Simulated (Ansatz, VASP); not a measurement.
Two plane-wave programs on Co

INCAR

```
  PREC = Accurate
  ENCUT = 500
  EDIFF = 1E-6
  ISMEAR = 0
  SIGMA = 0.1
  LREAL = False
  LASPH = True
  NELM = 100
  ALGO = Normal
  ISIF = 2
  LWAVE = False
  LCHARG = False
  ISPIN = 2
  MAGMOM = 2 2
  LORBIT = 11
  LMAXMIX = 4
  GGA = PS
  NBANDS = 20
```

File KPOINTS:

```
Automatic mesh
0
Gamma
  12 12 7
```

File POSCAR:

```
Co
1.0
    2.4719999032      0.0000000000      0.0000000000
   -1.2359999516      2.1408147143      0.0000000000
    0.0000000000      0.0000000000      4.0211440800
Co
2
Direct
    0.6666666667      0.3333333333      0.7500000000
    0.3333333333      0.6666666667      0.2500000000
```

Contents of input.yaml:

```yaml
crystal:
  lattice:
    - [2.4719999032, 0.0, 0.0]
    - [-1.2359999516, 2.1408147143, 0.0]
    - [0.0, 0.0, 4.02114408]
  atoms:
    - { symbol: Co, position: [0.6666666667, 0.3333333333, 0.75], spin: 2.0 }
    - { symbol: Co, position: [0.3333333333, 0.6666666667, 0.25], spin: 2.0 }
hamiltonian:
  xc: pbesol
  pseudopotentials: { kind: paw }
magnetization:
  spin_polarized: true
kpoints:
  mp_grid: { grid: [12, 12, 7] }
scf:
  occupations: { method: gaussian, width: 0.1 }
output:
  forces: true
  stress: true
  eigenvalues: true
```

Alike in both runs: task single point; functional PBEsol; k mesh 12 × 12 × 7; occupations gaussian, width 0.1 eV; collinear spin, ferromagnetic start.

```csv
,VASP,Ansatz
version,VASP 6.6.1,Ansatz 0.2.0
potentials or method,"VASP PAW PBE potentials, release 64 (Co)",Ansatz PAW
plane-wave cutoff (eV),500,420
valence electrons in the cell,18,34
```

|  | VASP | Ansatz | Ansatz less VASP |
| --- | --- | --- | --- |
| gap on the k mesh at the Fermi level (eV) | none | none | - |
| pressure (GPa) | -6.6 | -5.8 | +0.83 |
| traceless stress, the component that is largest in VASP (GPa) | -1.94 | -1.94 | -0.007 |
| net moment per atom (μB) | 1.59 | 1.60 | +0.007 |
| size of the moment on the site where the two differ most (μB) | 1.60 | 1.67 | +0.062 |

VASP's potentials were made for PBE, not for PBEsol. Site moments also hang on the region over which each program counts them. A gap of «none» marks a metal or a gap that the smearing closes. With one functional, cell and mesh, what is left measures potentials, basis and numerics. VASP's potentials hold 18 valence electrons a cell and Ansatz's 34, so a difference there can come from the potentials and not from the codes.
